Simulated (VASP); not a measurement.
# Zn3Ge2Bi (P6_3/mmc) in VASP: further runs

Runs on Zn3Ge2Bi. Level: PBE. Tasks: single point.

All numbers are computed with VASP 6.6.1; they aren't measurements. Logs are shortened: lines on timing, memory, paths and dates and some standing lists are left out, and cuts for length are marked.

## 1. The cell of the first run

The structure is hexagonal, space group P6_3/mmc (No. 194). The conventional cell has a = 3.496 Å, b = 3.496 Å, c = 20.158 Å, α = 90.00°, β = 90.00°, γ = 120.00°. Within 3.5 Å of Zn (site symmetry -3m) lie 6 Ge at 2.49 Å and 12 Zn at 3.39 to 3.50 Å. Within 3.2 Å of Zn (site symmetry 3m) lie 3 Ge at 2.38 Å and 3 Bi at 3.07 Å. Within 3.2 Å of Ge (site symmetry 3m) lie 6 Zn at 2.38 to 2.49 Å. Within 4.2 Å of Bi (site symmetry -6m2) lie 6 Zn at 3.07 Å and 6 Bi at 3.50 Å and 6 Ge at 4.12 Å.

## 2. Single point, PBE

INCAR reads:

```
PREC     = Accurate       # precision mode
ENCUT    = 520            # plane-wave cutoff, eV
EDIFF    = 1E-7           # SCF threshold, eV
ISMEAR   = 0              # smearing method
SIGMA    = 0.1            # smearing width, eV
LREAL    = F              # projectors in reciprocal space
LASPH    = T              # aspherical terms in the spheres
NELM     = 100            # most SCF steps
ALGO     = Fast           # electronic algorithm
ISIF     = 2              # what is computed and relaxed
LWAVE    = F              # write WAVECAR
LCHARG   = F              # write CHGCAR
GGA      = PE             # functional
NBANDS   = 91             # bands
```

KPOINTS reads:

```
Automatic mesh
0
Gamma
  6 6 1
```

POSCAR reads:

```
Zn3Ge2Bi
1.0
    3.4963323665      0.0000000000      0.0000000000
   -1.7481661833      3.0279126494      0.0000000000
    0.0000000000      0.0000000000     20.1580074551
Zn Ge Bi
6 4 2
Direct
    0.0000000000      0.0000000000      0.5000000000
    0.0000000000      0.0000000000      0.0000000000
    0.3333333333      0.6666666667      0.3650000000
    0.6666666667      0.3333333333      0.8650000000
    0.6666666667      0.3333333333      0.6350000000
    0.3333333333      0.6666666667      0.1350000000
    0.3333333333      0.6666666667      0.9280000000
    0.6666666667      0.3333333333      0.4280000000
    0.6666666667      0.3333333333      0.0720000000
    0.3333333333      0.6666666667      0.5720000000
    0.0000000000      0.0000000000      0.2500000000
    0.0000000000      0.0000000000      0.7500000000
```

Potentials or basis: VASP PAW PBE potentials, release 64 (Zn, Ge_d, Bi_d).

On the command line:

```
cat potpaw_PBE.64/Zn/POTCAR potpaw_PBE.64/Ge_d/POTCAR potpaw_PBE.64/Bi_d/POTCAR > POTCAR
mpirun -np 1 vasp_std > vasp.out
```

OUTCAR:

```text
PREC = Accurate
   ENCUT = 520
   EDIFF = 1E-7
   ISMEAR = 0
   LREAL = F
   LASPH = T
   NELM = 100
   ISIF = 2
   GGA = PE

 ion  position               nearest neighbor table
   1  0.000  0.000  0.500-   8 2.49  10 2.49  10 2.49   8 2.49   8 2.49  10 2.49
   2  0.000  0.000  0.000-   7 2.49   9 2.49   7 2.49   9 2.49   9 2.49   7 2.49
   3  0.333  0.667  0.365-   8 2.38   8 2.38   8 2.38  11 3.07  11 3.07  11 3.07
   4  0.667  0.333  0.865-   7 2.38   7 2.38   7 2.38  12 3.07  12 3.07  12 3.07
   5  0.667  0.333  0.635-  10 2.38  10 2.38  10 2.38  12 3.07  12 3.07  12 3.07
   6  0.333  0.667  0.135-   9 2.38   9 2.38   9 2.38  11 3.07  11 3.07  11 3.07
   7  0.333  0.667  0.928-   4 2.38   4 2.38   4 2.38   2 2.49   2 2.49   2 2.49
   8  0.667  0.333  0.428-   3 2.38   3 2.38   3 2.38   1 2.49   1 2.49   1 2.49
   9  0.667  0.333  0.072-   6 2.38   6 2.38   6 2.38   2 2.49   2 2.49   2 2.49
  10  0.333  0.667  0.572-   5 2.38   5 2.38   5 2.38   1 2.49   1 2.49   1 2.49
  11  0.000  0.000  0.250-   3 3.07   6 3.07   3 3.07   6 3.07   3 3.07   6 3.07
  12  0.000  0.000  0.750-   4 3.07   5 3.07   4 3.07   5 3.07   4 3.07   5 3.07

  LATTYP: Found a hexagonal cell.
 ALAT       =     3.4963323665
 C/A-ratio  =     5.7654723127

  Lattice vectors:

 A1 = (   3.4963323665,   0.0000000000,   0.0000000000)
 A2 = (  -1.7481661833,   3.0279126494,   0.0000000000)
 A3 = (   0.0000000000,   0.0000000000,  20.1580074551)

Analysis of symmetry for initial positions (statically):
=====================================================================
 Subroutine PRICEL returns:
 Original cell was already a primitive cell.

 Routine SETGRP: Setting up the symmetry group for a
 hexagonal supercell.

 Subroutine GETGRP returns: Found 24 space group operations
 (whereof 12 operations were pure point group operations)
 out of a pool of 24 trial point group operations.

The static configuration has the point symmetry D_3d.
 The point group associated with its full space group is D_6h.

Analysis of symmetry for dynamics (positions and initial velocities):
=====================================================================
 Subroutine PRICEL returns:
 Original cell was already a primitive cell.

 Routine SETGRP: Setting up the symmetry group for a
 hexagonal supercell.

 Subroutine GETGRP returns: Found 24 space group operations
 (whereof 12 operations were pure point group operations)
 out of a pool of 24 trial point group operations.
[... 115 lines left out ...]
   NELECT =     158.0000    total number of electrons
   NUPDOWN=      -1.0000    fix difference up-down
   EMIN   =  10.00;   EMAX   =-10.00  energy-range for DOS
   EFERMI =   0.00;   METHOD = LEGACY
   ISMEAR =     0;   SIGMA  =   0.10  broadening in eV -4-tet -1-fermi 0-gaus
   EFERMI_NEDOS =   21; number of points for ismear=-14 and -15
   IALGO  =     68    algorithm
   IMIX   =      4    mixing-type and parameters
     AMIX     =   0.40;   BMIX     =  1.00
     AMIX_MAG =   1.60;   BMIX_MAG =  1.00
  volume/ion in A,a.u.               =      17.78       120.01
  Fermi-wavevector in a.u.,A,eV,Ry     =   1.481014  2.798712 29.843072  2.193404
  Thomas-Fermi vector in A             =   2.594977
   LORBIT       =      0    0 simple, 1 ext, 2 COOP (PROOUT), +10 PAW based schemes
   GGA     = PE    functional components
   LHFCALC =     F    Hartree Fock is set to
   AEXX    =    0.0000 exact exchange contribution
   IVDW    =     0    specifies the selected vdW correction
   LEPSILON=     F    determine dielectric tensor
   LRPA    =     F    only Hartree local field effects (RPA)
 non-spin polarized calculation
 RMM-DIIS sequential band-by-band and
 Gauss-broadening in eV      SIGMA  =   0.10
  energy-cutoff  :      520.00
  volume of cell :      213.40
 maximum number of plane-waves:      5799
 NGX is ok and might be reduce to    28
   NGX = 13   NGY = 13   NGZ = 75

 number of electron     157.9999989 magnetization

 Free energy of the ion-electron system (eV)
  ---------------------------------------------------
  ext. energy  EPLUGINS =         0.00000000
  ---------------------------------------------------
  free energy    TOTEN  =       -27.55124436 eV

  energy without entropy =      -27.51309952  energy(sigma->0) =      -27.53217194

 E-fermi :   5.9957     XC(G=0): -11.3989

 val. band max:        5.9718810377   @ k =   0.3333   0.3333   0.0000
 cond. band min:       6.0394562755   @ k =   0.3333   0.0000   0.0000
 fundamental gap:      0.0675752378
 Fermi energy:         5.9957131109

 k-point     1 :       0.0000    0.0000    0.0000
  band No.  band energies     occupation
      1     -18.4428      2.00000
      2     -18.4428      2.00000
      3     -18.4428      2.00000
      4     -18.4428      2.00000
      5     -18.4425      2.00000
      6     -18.4425      2.00000
[... 647 lines left out ...]
     90      10.1479      0.00000
     91      10.3087      0.00000

------------------------ aborting loop because EDIFF is reached ----------------------------------------

  FORCE on cell =-STRESS in cart. coord.  units (eV):
  Direction    XX          YY          ZZ          XY          YZ          ZX
  --------------------------------------------------------------------------------------
  -------------------------------------------------------------------------------------
  Total       21.9360854     21.9360854     18.7034549     -0.0000000      0.0000000      0.0000000
  in kB      164.6895553    164.6895553    140.4199338     -0.0000000      0.0000000      0.0000000
  external PRESSURE =     156.5996815 kB  Pullay stress =       0.0000000 kB

 VOLUME and BASIS-vectors are now :
 -----------------------------------------------------------------------------
  energy-cutoff  :      520.00
  volume of cell :      213.40
      direct lattice vectors                 reciprocal lattice vectors
     3.496332366  0.000000000  0.000000000     0.286013998  0.165130259  0.000000000
    -1.748166183  3.027912649  0.000000000     0.000000000  0.330260518  0.000000000
     0.000000000  0.000000000 20.158007455     0.000000000  0.000000000  0.049608078

 POSITION                                       TOTAL-FORCE (eV/Angst)
 -----------------------------------------------------------------------------------
      0.00000      0.00000     10.07900        -0.000000      0.000000      0.000000
      0.00000      0.00000      0.00000        -0.000000      0.000000      0.000000
     -0.00000      2.01861      7.35767        -0.000000      0.000000     -1.574361
      1.74817      1.00930     17.43668         0.000000     -0.000000     -1.574361
      1.74817      1.00930     12.80033        -0.000000      0.000000      1.574361
     -0.00000      2.01861      2.72133        -0.000000      0.000000      1.574361
     -0.00000      2.01861     18.70663        -0.000000      0.000000      0.592707
      1.74817      1.00930      8.62763         0.000000     -0.000000      0.592707
      1.74817      1.00930      1.45138         0.000000      0.000000     -0.592707
     -0.00000      2.01861     11.53038        -0.000000      0.000000     -0.592707
      0.00000      0.00000      5.03950        -0.000000      0.000000      0.000000
      0.00000      0.00000     15.11851         0.000000     -0.000000      0.000000
 -----------------------------------------------------------------------------------
    total drift:                                0.000000      0.000000     -0.000000

  FREE ENERGIE OF THE ION-ELECTRON SYSTEM (eV)
  ---------------------------------------------------
  free  energy   TOTEN  =       -27.5512443564 eV

  energy  without entropy=      -27.5130995245  energy(sigma->0) =      -27.53217194
```

It took 3.8 min on 1 thread of Intel Xeon 6975P-C (Granite Rapids), shared host; peak memory 0.4 GiB.

Results:

```yaml
Free_energy: -27.5512 eV
Pressure: 15.7 GPa
Largest_force: 1.574 eV/Å
Band_gap_on_the_k_mesh: zero (bands 79 and 80 overlap by 4.58 eV)
```

Forces on the atoms (eV/Å):
```
Zn   0.000  0.000  0.000
Zn   0.000  0.000  0.000
Zn   0.000  0.000 -1.574
Zn   0.000  0.000 -1.574
Zn   0.000  0.000  1.574
Zn   0.000  0.000  1.574
Ge   0.000  0.000  0.593
Ge   0.000  0.000  0.593
Ge   0.000  0.000 -0.593
Ge   0.000  0.000 -0.593
Bi   0.000  0.000  0.000
Bi   0.000  0.000  0.000
```

Stress tensor (GPa, compression positive):
```
16.47  0.00  0.00
 0.00 16.47  0.00
 0.00  0.00 14.04
```

Caveat: the cell stands under pressure; spin-orbit coupling is left out, which moves the levels of the heavy elements; forces of over 1 eV/Å act on the atoms, so gaps and moduli don't describe the material at rest.

## 3. Single point, PBE

This run uses another cell than the first one, of 20.79 Å³/atom.

INCAR reads:

```
SYSTEM = Zn3Ge2Bi
PREC = Accurate
ENCUT = 520
EDIFF = 1E-7
ISMEAR = 0
SIGMA = 0.1
LREAL = .False.
LASPH = .True.
NELM = 80
ALGO = Fast
ISIF = 2
LWAVE = .False.
LCHARG = .True.
GGA = PE
LELF = .True.
LVHAR = .True.
NBANDS = 91
```

KPOINTS reads:

```
Automatic mesh
0
Gamma
  6 6 1
  0 0 0
```

POSCAR reads:

```
Zn3Ge2Bi
1.0
    3.8495676798      0.0000000000      0.0000000000
   -1.9247838399      3.3338234042      0.0000000000
    0.0000000000      0.0000000000     19.4423210299
Zn Ge Bi
6 4 2
Direct
    0.0000000000      0.0000000000      0.5000000000
    0.0000000000      0.0000000000      0.0000000000
    0.3333333333      0.6666666667      0.3535533818
    0.6666666667      0.3333333333      0.8535533818
    0.6666666667      0.3333333333      0.6464466182
    0.3333333333      0.6666666667      0.1464466182
    0.3333333333      0.6666666667      0.9284885680
    0.6666666667      0.3333333333      0.4284885680
    0.6666666667      0.3333333333      0.0715114320
    0.3333333333      0.6666666667      0.5715114320
    0.0000000000      0.0000000000      0.2500000000
    0.0000000000      0.0000000000      0.7500000000
```

Potentials or basis: VASP PAW PBE potentials, release 64 (Zn, Ge_d, Bi_d).

On the command line:

```
cat potpaw_PBE.64/Zn/POTCAR potpaw_PBE.64/Ge_d/POTCAR potpaw_PBE.64/Bi_d/POTCAR > POTCAR
mpirun -np 1 vasp_std > vasp.out
```

OUTCAR:

```text
SYSTEM = Zn3Ge2Bi
   PREC = Accurate
   ENCUT = 520
   EDIFF = 1E-7
   ISMEAR = 0
   LREAL = .False.
   LASPH = .True.
   NELM = 80
   ISIF = 2
   GGA = PE

 ion  position               nearest neighbor table
   1  0.000  0.000  0.500-   8 2.62  10 2.62  10 2.62   8 2.62   8 2.62  10 2.62
   2  0.000  0.000  0.000-   7 2.62   9 2.62   7 2.62   9 2.62   9 2.62   7 2.62
   3  0.333  0.667  0.354-   8 2.66   8 2.66   8 2.66  11 3.00  11 3.00  11 3.00
   4  0.667  0.333  0.854-   7 2.66   7 2.66   7 2.66  12 3.00  12 3.00  12 3.00
   5  0.667  0.333  0.646-  10 2.66  10 2.66  10 2.66  12 3.00  12 3.00  12 3.00
   6  0.333  0.667  0.146-   9 2.66   9 2.66   9 2.66  11 3.00  11 3.00  11 3.00
   7  0.333  0.667  0.928-   2 2.62   2 2.62   2 2.62   4 2.66   4 2.66   4 2.66
[... 874 lines left out ...]
  volume of cell :      249.52
      direct lattice vectors                 reciprocal lattice vectors
     3.849567680  0.000000000  0.000000000     0.259769429  0.149977950  0.000000000
    -1.924783840  3.333823404  0.000000000     0.000000000  0.299955900  0.000000000
     0.000000000  0.000000000 19.442321030     0.000000000  0.000000000  0.051434188

 POSITION                                       TOTAL-FORCE (eV/Angst)
 -----------------------------------------------------------------------------------
      0.00000      0.00000      9.72116         0.000000      0.000000     -0.000000
      0.00000      0.00000      0.00000         0.000000      0.000000     -0.000000
     -0.00000      2.22255      6.87390         0.000000     -0.000000     -0.010131
      1.92478      1.11127     16.59506        -0.000000      0.000000     -0.010131
      1.92478      1.11127     12.56842        -0.000000      0.000000      0.010131
     -0.00000      2.22255      2.84726         0.000000     -0.000000      0.010131
     -0.00000      2.22255     18.05197         0.000000      0.000000      0.005411
      1.92478      1.11127      8.33081        -0.000000     -0.000000      0.005411
      1.92478      1.11127      1.39035         0.000000     -0.000000     -0.005411
     -0.00000      2.22255     11.11151        -0.000000      0.000000     -0.005411
      0.00000      0.00000      4.86058         0.000000     -0.000000      0.000000
      0.00000      0.00000     14.58174         0.000000      0.000000      0.000000
 -----------------------------------------------------------------------------------
    total drift:                               -0.000000      0.000000     -0.000000

  FREE ENERGIE OF THE ION-ELECTRON SYSTEM (eV)
  ---------------------------------------------------
  free  energy   TOTEN  =       -29.8734556358 eV

  energy  without entropy=      -29.8354674083  energy(sigma->0) =      -29.85446152
```

stdout:

```text
POSCAR found type information on POSCAR ZnGeBi
 POSCAR found :  3 types and      12 ions
 scaLAPACK will be used
 LDA part: xc-table for (Slater+PW92), standard interpolation
 POSCAR, INCAR and KPOINTS ok, starting setup
 FFT: planning ... GRIDC
 FFT: planning ... GRID_SOFT
 FFT: planning ... GRID
 WAVECAR not read
 entering main loop
 num prob  num prob RMM:  15    -0.298734097963E+02   -0.34385E-04   -0.37417E-04  2057   0.400E-02    0.519E-03
 num prob RMM:  21    -0.298734527653E+02   -0.93017E-06   -0.15644E-05  1219   0.882E-03    0.774E-03
 num prob  num prob  num prob RMM:  24    -0.298734550722E+02   -0.34655E-06   -0.43979E-06  1149   0.411E-03    0.667E-04
 num prob  num prob  num prob  num prob  num prob  num prob  num prob  num prob  num prob  num prob  num prob  num prob RMM:  25    -0.298734552210E+02   -0.14885E-06   -0.24309E-06  1152   0.330E-03    0.556E-04
 num prob  num prob  num prob  num prob  num prob  num prob  num prob  num prob  num prob  num prob  num prob  num prob  num prob  num prob RMM:  26    -0.298734554352E+02   -0.21421E-06   -0.17105E-06  1081   0.282E-03    0.879E-04
 num prob  num prob  num prob  num prob  num prob  num prob  num prob  num prob  num prob  num prob  num prob RMM:  27    -0.298734555681E+02   -0.13286E-06   -0.10095E-06  1055   0.252E-03    0.111E-03
 num prob  num prob  num prob  num prob  num prob  num prob WARNING in EDDRMM: call to ZHEGV failed, returncode =   6  3     31
 num prob  num prob  num prob  num prob  num prob  num prob  num prob  num prob  num prob  num prob  num prob RMM:  28    -0.298734556358E+02   -0.67714E-07   -0.79416E-07  1026   0.228E-03
```

Run time: 5 min. Hardware: 1 thread of Intel Xeon 6975P-C (Granite Rapids), shared host; peak memory 0.43 GiB.

Results:

```yaml
Free_energy: -29.8735 eV
Pressure: 0.4 GPa
Largest_force: 0.010 eV/Å
Band_gap_on_the_k_mesh: zero (bands 79 and 80 overlap by 3.28 eV)
```

Forces in eV/Å, atoms in the order of the input:
```
Zn   0.000  0.000  0.000
Zn   0.000  0.000  0.000
Zn   0.000  0.000 -0.010
Zn   0.000  0.000 -0.010
Zn   0.000  0.000  0.010
Zn   0.000  0.000  0.010
Ge   0.000  0.000  0.005
Ge   0.000  0.000  0.005
Ge   0.000  0.000 -0.005
Ge   0.000  0.000 -0.005
Bi   0.000  0.000  0.000
Bi   0.000  0.000  0.000
```

Stress tensor (GPa, compression positive):
```
0.49 0.00 0.00
0.00 0.49 0.00
0.00 0.00 0.14
```

Levels at points of the mesh, in eV from the Fermi level:
```tsv
k point	band 76	band 77	band 78	band 79	band 80	band 81	band 82	band 83	band 84	band 85
(0.00, 0.00, 0.00)	1.84	1.89	1.89	1.96	1.96	2.23	2.23	2.33	2.33	2.56
(0.50, 0.00, 0.00)	-0.96	-0.89	-0.88	-0.67	-0.56	-0.25	0.65	0.96	1.00	1.54
```

Caveat: spin-orbit coupling is left out, which moves the levels of the heavy elements.
